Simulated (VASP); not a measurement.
# Al (Fm-3m) in VASP: a series of runs

The runs below take Al through relaxation of cell and atoms, single point, with PBEsol.

Program: VASP 6.6.1. These are calculated values, not measurements. Logs are shortened: lines on timing, memory, paths and dates and some standing lists are left out, and cuts for length are marked.

## Step 1: The cell of the first run

The structure is cubic, space group Fm-3m (No. 225). The conventional cell has a = 4.015 Å, b = 4.015 Å, c = 4.015 Å, α = 90.00°, β = 90.00°, γ = 90.00°. Within 3.7 Å of Al (site symmetry m-3m) lie 12 Al at 2.84 Å.

## Step 2: Relaxation of cell and atoms, PBEsol

INCAR reads:

```
PREC = Accurate
ENCUT = 600
EDIFF = 1E-7
ISMEAR = -1
SIGMA = 0.1
LREAL = F
LASPH = T
NELM = 60
ALGO = Normal
ISIF = 3
LWAVE = F
LCHARG = F
GGA = PS
IBRION = 2
NSW = 60
EDIFFG = -0.005
```

KPOINTS reads:

```
Automatic mesh
0
Gamma
  16 16 16
```

POSCAR reads:

```
Al
1.0
    0.0000000000      2.0073479706      2.0073479706
    2.0073479706      0.0000000000      2.0073479706
    2.0073479706      2.0073479706      0.0000000000
Al
1
Direct
    0.0000000000      0.0000000000      0.0000000000
```

Potentials or basis: VASP PAW PBE potentials, release 64 (Al).

Command:

```bash
> cat potpaw_PBE.64/Al/POTCAR > POTCAR
> mpirun -np 1 vasp_std > vasp.out
```

OUTCAR:

```text
PREC = Accurate
   ENCUT = 600
   EDIFF = 1E-7
   ISMEAR = -1
   LREAL = F
   LASPH = T
   NELM = 60
   ISIF = 3
   GGA = PS
   IBRION = 2
   NSW = 60
   EDIFFG = -0.005

 ion  position               nearest neighbor table
   1  0.000  0.000  0.000-

  LATTYP: Found a face centered cubic cell.
 ALAT       =     4.0146959412

  Lattice vectors:

 A1 = (   0.0000000000,   2.0073479706,   2.0073479706)
 A2 = (   2.0073479706,   0.0000000000,   2.0073479706)
 A3 = (   2.0073479706,   2.0073479706,   0.0000000000)

Analysis of symmetry for initial positions (statically):
=====================================================================
 Subroutine PRICEL returns:
 Original cell was already a primitive cell.

 Routine SETGRP: Setting up the symmetry group for a
 face centered cubic supercell.

 Subroutine GETGRP returns: Found 48 space group operations
 (whereof 48 operations were pure point group operations)
 out of a pool of 48 trial point group operations.

The static configuration has the point symmetry O_h .

Analysis of symmetry for dynamics (positions and initial velocities):
=====================================================================
 Subroutine PRICEL returns:
 Original cell was already a primitive cell.

 Routine SETGRP: Setting up the symmetry group for a
 face centered cubic supercell.

 Subroutine GETGRP returns: Found 48 space group operations
 (whereof 48 operations were pure point group operations)
 out of a pool of 48 trial point group operations.

The dynamic configuration has the point symmetry O_h .

 Subroutine INISYM returns: Found 48 space group operations
 (whereof 48 operations are pure point group operations),
 and found     1 'primitive' translations

----------------------------------------------------------------------------------------

                                     Primitive cell

  volume of cell :      16.1770

  direct lattice vectors                    reciprocal lattice vectors
     0.000000000  2.007347971  2.007347971    -0.249084866  0.249084866  0.249084866
     2.007347971  0.000000000  2.007347971     0.249084866 -0.249084866  0.249084866
     2.007347971  2.007347971  0.000000000     0.249084866  0.249084866 -0.249084866

  length of vectors
     2.838818724  2.838818724  2.838818724     0.431427643  0.431427643  0.431427643

  position of ions in fractional coordinates (direct lattice)
     0.000000000  0.000000000  0.000000000

  ion indices of the primitive-cell ions
   primitive index   ion index
                 1           1

----------------------------------------------------------------------------------------

 KPOINTS: Automatic mesh

Automatic generation of k-mesh.
 Grid dimensions read from file:
 generate k-points for:   16   16   16

 Generating k-lattice:

  Cartesian coordinates                     Fractional coordinates (reciprocal lattice)
    -0.015567804  0.015567804  0.015567804     0.062500000  0.000000000  0.000000000
     0.015567804 -0.015567804  0.015567804     0.000000000  0.062500000  0.000000000
     0.015567804  0.015567804 -0.015567804     0.000000000  0.000000000  0.062500000

  Length of vectors
     0.026964228  0.026964228  0.026964228

  Shift w.r.t. Gamma in fractional coordinates (k-lattice)
     0.000000000  0.000000000  0.000000000

 Subroutine IBZKPT returns following result:
 ===========================================

 Found    145 irreducible k-points:

 Following reciprocal coordinates:
            Coordinates               Weight
[... 39 lines left out ...]
   LSORBIT =      F    spin-orbit coupling
   LASPH  =      T    aspherical Exc in radial PAW
   ENCUT  =  600.0 eV  44.10 Ry    6.64 a.u.   5.67  5.67  5.67*2*pi/ulx,y,z
   NELM   =     60;   NELMIN=  2; NELMDL= -5     # of ELM steps
   EDIFF  = 0.1E-06   stopping-criterion for ELM
   LREAL  =      F    real-space projection
   EDIFFG = -.5E-02   stopping-criterion for IOM
   NSW    =     60    number of steps for IOM
   IBRION =      2    ionic relax: 0-MD 1-quasi-New 2-CG
   NFREE  =      1    steps in history (QN), initial steepest desc. (CG)
   ISIF   =      3    stress and relaxation
   ISYM   =      2    0-nonsym 1-usesym 2-fastsym
   POTIM  = 0.5000    time-step for ionic-motion
   TEBEG  =    0.0;   TEEND  =   0.0 temperature during run
   PSTRESS=    0.0 pullay stress
   NELECT =       3.0000    total number of electrons
   NUPDOWN=      -1.0000    fix difference up-down
   EMIN   =  10.00;   EMAX   =-10.00  energy-range for DOS
   EFERMI =   0.00;   METHOD = LEGACY
   ISMEAR =    -1;   SIGMA  =   0.10  broadening in eV -4-tet -1-fermi 0-gaus
   EFERMI_NEDOS =   21; number of points for ismear=-14 and -15
   IALGO  =     38    algorithm
   IMIX   =      4    mixing-type and parameters
     AMIX     =   0.40;   BMIX     =  1.00
     AMIX_MAG =   1.60;   BMIX_MAG =  1.00
  volume/ion in A,a.u.               =      16.18       109.17
  Fermi-wavevector in a.u.,A,eV,Ry     =   0.933575  1.764201 11.858327  0.871562
  Thomas-Fermi vector in A             =   2.060291
   LORBIT       =      0    0 simple, 1 ext, 2 COOP (PROOUT), +10 PAW based schemes
   GGA     = PS    functional components
   LHFCALC =     F    Hartree Fock is set to
   AEXX    =    0.0000 exact exchange contribution
   IVDW    =     0    specifies the selected vdW correction
   LEPSILON=     F    determine dielectric tensor
   LRPA    =     F    only Hartree local field effects (RPA)
 conjugate gradient relaxation of ions
 non-spin polarized calculation
  energy-cutoff  :      600.00
  volume of cell :       16.18
 maximum number of plane-waves:       560
   NGX = 11   NGY = 11   NGZ = 11

--------------------------------------- Ionic step        1  -------------------------------------------

 number of electron       3.0000000 magnetization

 Free energy of the ion-electron system (eV)
  ---------------------------------------------------
  ext. energy  EPLUGINS =         0.00000000
  ---------------------------------------------------
  free energy    TOTEN  =        -4.10286363 eV

  energy without entropy =       -4.09181104  energy(sigma->0) =       -4.09733734

------------------------ aborting loop because EDIFF is reached ----------------------------------------

  FORCE on cell =-STRESS in cart. coord.  units (eV):
  Direction    XX          YY          ZZ          XY          YZ          ZX
  --------------------------------------------------------------------------------------
  -------------------------------------------------------------------------------------
  Total        0.0108217      0.0108217      0.0108217     -0.0000000     -0.0000000     -0.0000000
  in kB        1.0717874      1.0717874      1.0717874     -0.0000000     -0.0000000     -0.0000000
  external PRESSURE =       1.0717874 kB  Pullay stress =       0.0000000 kB

 VOLUME and BASIS-vectors are now :
 -----------------------------------------------------------------------------
  energy-cutoff  :      600.00
  volume of cell :       16.18
      direct lattice vectors                 reciprocal lattice vectors
     0.000000000  2.007347971  2.007347971    -0.249084866  0.249084866  0.249084866
     2.007347971  0.000000000  2.007347971     0.249084866 -0.249084866  0.249084866
     2.007347971  2.007347971  0.000000000     0.249084866  0.249084866 -0.249084866

 POSITION                                       TOTAL-FORCE (eV/Angst)
 -----------------------------------------------------------------------------------
      0.00000      0.00000      0.00000         0.000000      0.000000      0.000000
 -----------------------------------------------------------------------------------
    total drift:                               -0.000000     -0.000000      0.000000

  FREE ENERGIE OF THE ION-ELECTRON SYSTEM (eV)
  ---------------------------------------------------
  free  energy   TOTEN  =        -4.1028636345 eV

  energy  without entropy=       -4.0918110364  energy(sigma->0) =       -4.09733734

--------------------------------------- Ionic step        2  -------------------------------------------

 number of electron       3.0000000 magnetization

 Free energy of the ion-electron system (eV)
  ---------------------------------------------------
  ext. energy  EPLUGINS =         0.00000000
  ---------------------------------------------------
  free energy    TOTEN  =        -4.10286997 eV

  energy without entropy =       -4.09180054  energy(sigma->0) =       -4.09733525

 E-fermi :   8.1712     XC(G=0): -10.3234

 val. band max:        8.1363901582   @ k =  -0.2500   0.3125   0.1250
 cond. band min:       8.2580196033   @ k =   0.4375   0.4375   0.0000
 fundamental gap:      0.1216294450
 Fermi energy:         8.1712346120

 k-point     1 :       0.0000    0.0000    0.0000
  band No.  band energies     occupation
      1      -3.1157      2.00000
      2      20.8361      0.00000
      3      20.8361      0.00000
      4      20.8361      0.00000
      5      22.4664      0.00000
[... 177 lines left out ...]
 k-point    24 :      -0.0625    0.0625    0.0000
  band No.  band energies     occupation
      1      -2.8293      2.00000
      2      17.9785      0.00000
      3      18.7512      0.00000
      4      21.1147      0.00000
      5      22.6463      0.00000

 [... further k-points ...]

------------------------ aborting loop because EDIFF is reached ----------------------------------------

  FORCE on cell =-STRESS in cart. coord.  units (eV):
  Direction    XX          YY          ZZ          XY          YZ          ZX
  --------------------------------------------------------------------------------------
  -------------------------------------------------------------------------------------
  Total       -0.0022460     -0.0022460     -0.0022460      0.0000000      0.0000000      0.0000000
  in kB       -0.2220994     -0.2220994     -0.2220994      0.0000000      0.0000000      0.0000000
  external PRESSURE =      -0.2220994 kB  Pullay stress =       0.0000000 kB

 VOLUME and BASIS-vectors are now :
 -----------------------------------------------------------------------------
  energy-cutoff  :      600.00
  volume of cell :       16.20
      direct lattice vectors                 reciprocal lattice vectors
    -0.000000000  2.008395943  2.008395943    -0.248954894  0.248954894  0.248954894
     2.008395943 -0.000000000  2.008395943     0.248954894 -0.248954894  0.248954894
     2.008395943  2.008395943 -0.000000000     0.248954894  0.248954894 -0.248954894

 POSITION                                       TOTAL-FORCE (eV/Angst)
 -----------------------------------------------------------------------------------
      0.00000      0.00000     -0.00000         0.000000      0.000000     -0.000000
 -----------------------------------------------------------------------------------
    total drift:                                0.000000     -0.000000     -0.000000

  FREE ENERGIE OF THE ION-ELECTRON SYSTEM (eV)
  ---------------------------------------------------
  free  energy   TOTEN  =        -4.1028699688 eV

  energy  without entropy=       -4.0918005363  energy(sigma->0) =       -4.09733525

 reached required accuracy - stopping structural energy minimisation
```

Run time: 14 s. Hardware: 1 thread of Intel Xeon Platinum 8259CL at 2.50GHz (Skylake/Cascade Lake), shared host; peak memory 0.14 GiB.

Results:

```
Free energy                            : -4.1029 eV
Relaxed volume                         : 16.20 Å³/atom
Relaxed cell                           : a = 2.840 Å, b = 2.840 Å, c = 2.840 Å, α = 60.00°, β = 60.00°, γ = 60.00°
Space group after relaxing (to 0.05 Å) : Fm-3m (No. 225)
Energy gained by relaxing              : 0.0 meV/atom
Ionic steps                            : 2
Pressure after relaxing                : 0.0 GPa
```

Final structure:
```yaml
crystal:
  lattice:
    - [0.00000, 2.00840, 2.00840]
    - [2.00840, 0.00000, 2.00840]
    - [2.00840, 2.00840, 0.00000]
  atoms:
    - { symbol: Al, position: [0.00000, 0.00000, 0.00000] }
```

Levels at points of the mesh, in eV from the Fermi level:
| k point | band 1 | band 2 | band 3 | band 4 | band 5 |
| --- | --- | --- | --- | --- | --- |
| (0.00, 0.00, 0.00) | -11.29 | 12.66 | 12.66 | 12.66 | 14.30 |
| (0.50, 0.00, 0.00) | -4.70 | -4.43 | 11.49 | 11.49 | 11.56 |
| (0.50, 0.50, 0.00) | -2.99 | -1.64 | 5.23 | 5.64 | 5.64 |

Caveat: the PAW data sets were made with another functional, which shifts forces and pressure a little.

[end of part 1 of 4]
